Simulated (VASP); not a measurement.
# CuO (C2/c) in VASP: a series of runs

Runs on CuO. Level: PBEsol+U. Tasks: single point.

Everything below comes from runs of VASP 6.6.1. Logs are shortened: lines on timing, memory, paths and dates and some standing lists are left out, and cuts for length are marked.

### Step 1. The cell of the first run

Symmetry: C2/c, No. 15, monoclinic system. Conventional cell: a = 4.684 Å, b = 3.423 Å, c = 5.129 Å, α = 90.00°, β = 99.54°, γ = 90.00°. Cu (site symmetry -1) has 4 O at 1.95 to 1.96 Å within 2.6 Å. O (site symmetry 2) has 6 Cu at 1.95 to 2.78 Å and 6 O at 2.62 to 2.90 Å within 3.0 Å.

### Step 2. Single point, PBEsol+U, collinear spin

File INCAR:

```
SYSTEM = CuO
ALGO = Normal
EDIFF = 1E-6
ENCUT = 520
GGA = PS
ISIF = 2
ISMEAR = 0
ISPIN = 2
LASPH = .TRUE.
LCHARG = .FALSE.
LDAU = .TRUE.
LDAUJ = 0 0
LDAUL = 2 -1
LDAUPRINT = 1
LDAUTYPE = 2
LDAUU = 7 0
LMAXMIX = 4
LORBIT = 11
LREAL = .FALSE.
LWAVE = .FALSE.
MAGMOM = 1 1 1 1 0 0 0 0
NBANDS = 48
NELM = 150
PREC = Accurate
SIGMA = 0.05
```

File KPOINTS:

```
k-points
0
G
  7 7 4
  0 0 0
```

File POSCAR:

```
CuO
1.0
    4.6836992400      0.0000000000      0.0000000000
    4.6836992400      3.4225994400      0.0000000000
   -0.8500298600      0.0000000000      5.0578691900
Cu O
4 4
Direct
    0.0000000000      0.2500000000      0.0000000000
    0.5000000000      0.7500000000      0.5000000000
    0.0000000000      0.7500000000      0.0000000000
    0.5000000000      0.2500000000      0.5000000000
    0.5816000000      0.9184000000      0.2500000000
    0.4184000000      0.0816000000      0.7500000000
    0.5816000000      0.4184000000      0.2500000000
    0.4184000000      0.5816000000      0.7500000000
```

Potentials or basis: VASP PAW PBE potentials, release 64 (Cu, O).

Launch:

```sh
$ cat potpaw_PBE.64/Cu/POTCAR potpaw_PBE.64/O/POTCAR > POTCAR
$ mpirun -np 1 vasp_std > vasp.out
```

OUTCAR:

```text
SYSTEM = CuO
   EDIFF = 1E-6
   ENCUT = 520
   GGA = PS
   ISIF = 2
   ISMEAR = 0
   ISPIN = 2
   LASPH = .TRUE.
   LORBIT = 11
   LREAL = .FALSE.
   NELM = 150
   PREC = Accurate

 ion  position               nearest neighbor table
   1  0.000  0.250  0.000-   5 1.95   8 1.95   7 1.96   6 1.96
   2  0.500  0.750  0.500-   6 1.95   7 1.95   5 1.96   8 1.96
   3  0.000  0.750  0.000-   7 1.95   6 1.95   8 1.96   5 1.96
   4  0.500  0.250  0.500-   5 1.95   8 1.95   7 1.96   6 1.96
   5  0.582  0.918  0.250-   4 1.95   1 1.95   2 1.96   3 1.96
   6  0.418  0.082  0.750-   2 1.95   3 1.95   4 1.96   1 1.96
   7  0.582  0.418  0.250-   2 1.95   3 1.95   4 1.96   1 1.96
   8  0.418  0.582  0.750-   4 1.95   1 1.95   2 1.96   3 1.96

  LATTYP: Found a simple monoclinic cell.
 ALAT       =     4.6836992400
 B/A-ratio  =     0.7307470580
 C/A-ratio  =     1.0950319264
 COS(beta)  =    -0.1657365907

  Lattice vectors:

 A1 = (   4.6836992400,   0.0000000000,   0.0000000000)
 A2 = (   0.0000000000,   3.4225994400,   0.0000000000)
 A3 = (  -0.8500298600,   0.0000000000,   5.0578691900)

Analysis of symmetry for initial positions (statically):
=====================================================================
 Subroutine PRICEL returns following result:

  LATTYP: Found a base centered monoclinic cell.
 ALAT       =     4.6836992400
 B/A-ratio  =     0.7307470580
 C/A-ratio  =     1.0950319264
 COS(beta)  =    -0.1657365907
[... 12 lines left out ...]
 Subroutine GETGRP returns: Found  4 space group operations
 (whereof  2 operations were pure point group operations)
 out of a pool of  4 trial point group operations.

The static configuration has the point symmetry S_2 .
 The point group associated with its full space group is C_2h.

Analysis of symmetry for dynamics (positions and initial velocities):
=====================================================================
 Subroutine PRICEL returns following result:

  LATTYP: Found a base centered monoclinic cell.
 ALAT       =     4.6836992400
 B/A-ratio  =     0.7307470580
 C/A-ratio  =     1.0950319264
 COS(beta)  =    -0.1657365907
[... 12 lines left out ...]
 Subroutine GETGRP returns: Found  4 space group operations
 (whereof  2 operations were pure point group operations)
 out of a pool of  4 trial point group operations.

The dynamic configuration has the point symmetry S_2 .
 The point group associated with its full space group is C_2h.

Analysis of structural, dynamic, and magnetic symmetry:
=====================================================================
 Subroutine PRICEL returns following result:

  LATTYP: Found a base centered monoclinic cell.
 ALAT       =     4.6836992400
 B/A-ratio  =     0.7307470580
 C/A-ratio  =     1.0950319264
 COS(beta)  =    -0.1657365907
[... 12 lines left out ...]
 Subroutine GETGRP returns: Found  4 space group operations
 (whereof  2 operations were pure point group operations)
 out of a pool of  4 trial point group operations.

The overall configuration has the point symmetry S_2 .
 The point group associated with its full space group is C_2h.

 Subroutine INISYM returns: Found  4 space group operations
 (whereof  2 operations are pure point group operations),
 and found     2 'primitive' translations

----------------------------------------------------------------------------------------

                                     Primitive cell

  volume of cell :      40.5399

  direct lattice vectors                    reciprocal lattice vectors
     2.341849620 -1.711299720  0.000000000     0.213506451 -0.292175587  0.035882078
     2.341849620  1.711299720  0.000000000     0.213506451  0.292175587  0.035882078
    -0.850029860  0.000000000  5.057869190     0.000000000  0.000000000  0.197711717

  length of vectors
[... 99 lines left out ...]
   EMIN   =  10.00;   EMAX   =-10.00  energy-range for DOS
   EFERMI =   0.00;   METHOD = LEGACY
   ISMEAR =     0;   SIGMA  =   0.05  broadening in eV -4-tet -1-fermi 0-gaus
   EFERMI_NEDOS =   21; number of points for ismear=-14 and -15
   IALGO  =     38    algorithm
   IMIX   =      4    mixing-type and parameters
     AMIX     =   0.40;   BMIX     =  1.00
     AMIX_MAG =   1.60;   BMIX_MAG =  1.00
  volume/ion in A,a.u.               =      10.13        68.39
  Fermi-wavevector in a.u.,A,eV,Ry     =   1.543856  2.917466 32.429387  2.383493
  Thomas-Fermi vector in A             =   2.649460
   LORBIT       =     11    0 simple, 1 ext, 2 COOP (PROOUT), +10 PAW based schemes
 LDA+U is selected, type is set to LDAUTYPE =  2
   angular momentum for each species LDAUL =     2   -1
   U (eV)           for each species LDAUU =   7.0  0.0
   J (eV)           for each species LDAUJ =   0.0  0.0
   GGA     = PS    functional components
   LHFCALC =     F    Hartree Fock is set to
   AEXX    =    0.0000 exact exchange contribution
   IVDW    =     0    specifies the selected vdW correction
   LEPSILON=     F    determine dielectric tensor
   LRPA    =     F    only Hartree local field effects (RPA)
 spin polarized calculation
 Gauss-broadening in eV      SIGMA  =   0.05
  energy-cutoff  :      520.00
  volume of cell :       81.08
 maximum number of plane-waves:      2217
   NGX = 17   NGY = 21   NGZ = 19

atom =   1  type =  1  l = 2

 onsite density matrix

spin component  1
[... 116 lines left out ...]
  o =  0.3407  v =  0.0000  0.0000  0.0000  0.0000  0.0000  0.1107  0.5531  0.0103  0.7836 -0.2600      0.0000  0.0000  0.0000  0.0000  0.0000  0.0000  0.0000  0.0000  0.0000  0.0000
  o =  0.9633  v =  0.0000  0.0000  0.0000  0.0000  0.0000 -0.8490 -0.1221 -0.4727  0.1957 -0.0501      0.0000  0.0000  0.0000  0.0000  0.0000  0.0000  0.0000  0.0000  0.0000  0.0000
  o =  0.9695  v =  0.8542  0.1006  0.4820 -0.1667  0.0114  0.0000  0.0000  0.0000  0.0000  0.0000      0.0000  0.0000  0.0000  0.0000  0.0000  0.0000  0.0000  0.0000  0.0000  0.0000
  o =  0.9739  v =  0.0000  0.0000  0.0000  0.0000  0.0000 -0.0314 -0.3025  0.2481  0.4759  0.7871      0.0000  0.0000  0.0000  0.0000  0.0000  0.0000  0.0000  0.0000  0.0000  0.0000
  o =  0.9749  v =  0.0000  0.0000  0.0000  0.0000  0.0000  0.1108 -0.7446  0.1864  0.3285 -0.5391      0.0000  0.0000  0.0000  0.0000  0.0000  0.0000  0.0000  0.0000  0.0000  0.0000
  o =  0.9780  v = -0.0099  0.6413 -0.3114 -0.5898 -0.3793  0.0000  0.0000  0.0000  0.0000  0.0000      0.0000  0.0000  0.0000  0.0000  0.0000  0.0000  0.0000  0.0000  0.0000  0.0000
  o =  0.9790  v =  0.0904 -0.4828 -0.0232  0.0450 -0.8696  0.0000  0.0000  0.0000  0.0000  0.0000      0.0000  0.0000  0.0000  0.0000  0.0000  0.0000  0.0000  0.0000  0.0000  0.0000
  o =  0.9822  v =  0.0000  0.0000  0.0000  0.0000  0.0000  0.5037 -0.1824 -0.8247  0.1150  0.1403      0.0000  0.0000  0.0000  0.0000  0.0000  0.0000  0.0000  0.0000  0.0000  0.0000
  o =  0.9842  v = -0.5049  0.1662  0.8186 -0.1316 -0.1734  0.0000  0.0000  0.0000  0.0000  0.0000      0.0000  0.0000  0.0000  0.0000  0.0000  0.0000  0.0000  0.0000  0.0000  0.0000
  o =  1.0374  v =  0.0850  0.5639  0.0070  0.7778 -0.2642  0.0000  0.0000  0.0000  0.0000  0.0000      0.0000  0.0000  0.0000  0.0000  0.0000  0.0000  0.0000  0.0000  0.0000  0.0000

 number of electron      68.0000016 magnetization       4.0001040

 Free energy of the ion-electron system (eV)
  ---------------------------------------------------
  ext. energy  EPLUGINS =         0.00000000
  ---------------------------------------------------
  free energy    TOTEN  =       -35.16227311 eV

  energy without entropy =      -35.16227311  energy(sigma->0) =      -35.16227311

 E-fermi :   5.2280     XC(G=0): -12.1170

 val. band max:        4.9516453817   @ k =   0.0000   0.0000   0.0000
 cond. band min:       5.8461773314   @ k =   0.0000   0.1429   0.0000
 fundamental gap:      0.8945319497
 Fermi energy:         5.2279950259

 spin component 1

 k-point     1 :       0.0000    0.0000    0.0000
  band No.  band energies     occupation
      1     -14.2293      1.00000
      2     -12.8650      1.00000
      3     -12.8460      1.00000
      4     -12.8007      1.00000
      5      -3.5179      1.00000
      6      -3.2042      1.00000
[... 2345 lines left out ...]
     45      17.7545      0.00000
     46      18.6716      0.00000

 [... further k-points ...]

 [bands above 46 left out]

------------------------ aborting loop because EDIFF is reached ----------------------------------------

  FORCE on cell =-STRESS in cart. coord.  units (eV):
  Direction    XX          YY          ZZ          XY          YZ          ZX
  --------------------------------------------------------------------------------------
  -------------------------------------------------------------------------------------
  Total       -3.4082617     -2.2400289     -3.4158759      0.0000000      0.0000000      0.6916187
  in kB      -67.3489525    -44.2640904    -67.4994132      0.0000000      0.0000000     13.6667301
  external PRESSURE =     -59.7041520 kB  Pullay stress =       0.0000000 kB

 VOLUME and BASIS-vectors are now :
 -----------------------------------------------------------------------------
  energy-cutoff  :      520.00
  volume of cell :       81.08
      direct lattice vectors                 reciprocal lattice vectors
     4.683699240  0.000000000  0.000000000     0.213506451 -0.292175587  0.035882078
     4.683699240  3.422599440  0.000000000     0.000000000  0.292175587  0.000000000
    -0.850029860  0.000000000  5.057869190     0.000000000  0.000000000  0.197711717

 POSITION                                       TOTAL-FORCE (eV/Angst)
 -----------------------------------------------------------------------------------
      1.17092      0.85565      0.00000        -0.000000      0.000000     -0.000000
      5.42961      2.56695      2.52893        -0.000000      0.000000      0.000000
      3.51277      2.56695      0.00000        -0.000000      0.000000     -0.000000
      3.08776      0.85565      2.52893        -0.000000     -0.000000      0.000000
      6.81304      3.14332      1.26447         0.000000      0.093210      0.000000
      1.70433      0.27928      3.79340        -0.000000     -0.093210     -0.000000
      4.47119      1.43202      1.26447         0.000000      0.093210      0.000000
      4.04618      1.99058      3.79340        -0.000000     -0.093210     -0.000000
 -----------------------------------------------------------------------------------
    total drift:                                0.000000     -0.000000      0.000000

  FREE ENERGIE OF THE ION-ELECTRON SYSTEM (eV)
  ---------------------------------------------------
  free  energy   TOTEN  =       -35.1622731058 eV

  energy  without entropy=      -35.1622731058  energy(sigma->0) =      -35.16227311

 total charge

# of ion       s       p       d       tot
------------------------------------------
    1        0.380   0.399   9.161   9.940
    2        0.380   0.399   9.161   9.940
    3        0.380   0.399   9.161   9.940
    4        0.380   0.399   9.161   9.940
    5        1.549   3.431   0.000   4.980
    6        1.549   3.431   0.000   4.980
    7        1.549   3.431   0.000   4.980
    8        1.549   3.431   0.000   4.980
--------------------------------------------------
tot          7.715  15.319  36.644  59.677

 magnetization (x)

# of ion       s       p       d       tot
------------------------------------------
    1       -0.002   0.003   0.713   0.714
    2       -0.002   0.003   0.713   0.714
    3       -0.002   0.003   0.713   0.714
    4       -0.002   0.003   0.713   0.714
    5        0.018   0.237   0.000   0.255
    6        0.018   0.237   0.000   0.255
    7        0.018   0.237   0.000   0.255
    8        0.018   0.237   0.000   0.255
--------------------------------------------------
tot          0.062   0.960   2.852   3.874
```

Run time: 20 min. Hardware: 1 thread of Oxide Virtual Turin-like, shared host; peak memory 0.47 GiB.

What came out:

```yaml
Free_energy: -35.1623 eV
Pressure: -6.0 GPa
Largest_force: 0.093 eV/Å
Band_gap_on_the_k_mesh: 0.89 eV
Net_moment: 4.00 μB per cell
Site_moments: Cu +0.71; O +0.26 μB
Valence_electrons_inside_the_program's_atomic_spheres: Cu 9.94; O 4.98
```

Forces in eV/Å, atoms in the order of the input:
```
Cu   0.000  0.000  0.000
Cu   0.000  0.000  0.000
Cu   0.000  0.000  0.000
Cu   0.000  0.000  0.000
O    0.000  0.093  0.000
O    0.000 -0.093  0.000
O    0.000  0.093  0.000
O    0.000 -0.093  0.000
```

Stress tensor (GPa, compression positive):
```
-6.73  0.00  1.37
 0.00 -4.43  0.00
 1.37  0.00 -6.75
```

Levels at points of the mesh, in eV from the valence-band top:
Spin up:
```
           k point  band 32  band 33  band 34  band 35  band 36  band 37  band 38  band 39  band 40  band 41
(0.00, 0.00, 0.00)    -1.92    -1.80    -0.61    -0.15     0.00     1.78     3.87     6.55     7.31     8.38
(0.00, 0.00, 0.50)    -1.89    -1.84    -1.84    -0.73    -0.73     4.14     4.14     5.55     5.55     9.37
```
Spin down:
| k point | band 28 | band 29 | band 30 | band 31 | band 32 | band 33 | band 34 | band 35 | band 36 | band 37 |
| --- | --- | --- | --- | --- | --- | --- | --- | --- | --- | --- |
| (0.00, 0.00, 0.00) | -2.67 | -1.94 | -1.86 | -1.47 | -1.40 | 0.95 | 1.86 | 2.09 | 2.78 | 3.00 |
| (0.00, 0.00, 0.50) | -3.04 | -1.89 | -1.89 | -1.36 | -1.36 | 1.68 | 1.68 | 2.20 | 2.20 | 4.42 |

Eigenvalues of the final occupation matrices:
| site | spin | trace | eigenvalues |
| --- | --- | --- | --- |
| site 1 d | 1 | 4.95 | 0.97 0.98 0.98 0.98 1.04 |
| site 1 d | 2 | 4.23 | 0.34 0.96 0.97 0.97 0.98 |
| site 2 d | 1 | 4.95 | 0.97 0.98 0.98 0.98 1.04 |
| site 2 d | 2 | 4.23 | 0.34 0.96 0.97 0.97 0.98 |
| site 3 d | 1 | 4.95 | 0.97 0.98 0.98 0.98 1.04 |
| site 3 d | 2 | 4.23 | 0.34 0.96 0.97 0.97 0.98 |
| site 4 d | 1 | 4.95 | 0.97 0.98 0.98 0.98 1.04 |
| site 4 d | 2 | 4.23 | 0.34 0.96 0.97 0.97 0.98 |

Caveat: the cell stands under tension; the PAW data sets were made with another functional, which shifts forces and pressure a little; an odd mesh through Γ misses points on the zone boundary, where band edges can lie.

### Step 3. Single point, PBEsol+U, collinear spin, zero start

File INCAR:

```
PREC = Accurate
ENCUT = 520
EDIFF = 1E-7
ISMEAR = 0
SIGMA = 0.05
LREAL = F
LASPH = T
NELM = 150
ALGO = Normal
ISIF = 2
LWAVE = F
LCHARG = F
ISPIN = 2
MAGMOM = 0 0 0 0 0 0 0 0
LORBIT = 11
NUPDOWN = 0.0
LMAXMIX = 4
LDAU = T
LDAUTYPE = 2
LDAUL = 2 -1
LDAUU = 7 0
LDAUJ = 0 0
LDAUPRINT = 1
GGA = PS
NBANDS = 48
```

File KPOINTS:

```
regular mesh
0
Gamma
  7 7 4
```

POSCAR is that of step 2.

Potentials or basis: VASP PAW PBE potentials, release 64 (Cu, O).

Launch:

```sh
$ cat potpaw_PBE.64/Cu/POTCAR potpaw_PBE.64/O/POTCAR > POTCAR
$ mpirun -np 1 vasp_std > vasp.out
```

Wall time 18 min (1 thread of AMD EPYC 9755, shared host); peak memory 0.46 GiB.

The run converged. Its results:

```yaml
Free_energy: -33.7726 eV
Pressure: -7.7 GPa
Largest_force: 0.314 eV/Å
Net_moment: 0.00 μB per cell
Valence_electrons_inside_the_program's_atomic_spheres: Cu 10.07; O 4.91
```

Forces in eV/Å, atoms in the order of the input:
```
Cu   0.000  0.000  0.000
Cu   0.000  0.000  0.000
Cu   0.000  0.000  0.000
Cu   0.000  0.000  0.000
O    0.000  0.314  0.000
O    0.000 -0.314  0.000
O    0.000  0.314  0.000
O    0.000 -0.314  0.000
```

Stress tensor (GPa, compression positive):
```
 -7.82   0.00   0.52
  0.00  -5.13   0.00
  0.52   0.00 -10.03
```

Eigenvalues of the final occupation matrices:
```tsv
site	spin	trace	eigenvalues
site 1 d	1	4.68	0.80 0.96 0.97 0.97 0.98
site 1 d	2	4.68	0.80 0.96 0.97 0.97 0.98
site 2 d	1	4.68	0.80 0.96 0.97 0.97 0.98
site 2 d	2	4.68	0.80 0.96 0.97 0.97 0.98
site 3 d	1	4.68	0.80 0.96 0.97 0.97 0.98
site 3 d	2	4.68	0.80 0.96 0.97 0.97 0.98
site 4 d	1	4.68	0.80 0.96 0.97 0.97 0.98
site 4 d	2	4.68	0.80 0.96 0.97 0.97 0.98
```

Caveat: the cell stands under tension; the PAW data sets were made with another functional, which shifts forces and pressure a little; the total moment is fixed, so each spin has its own Fermi level.
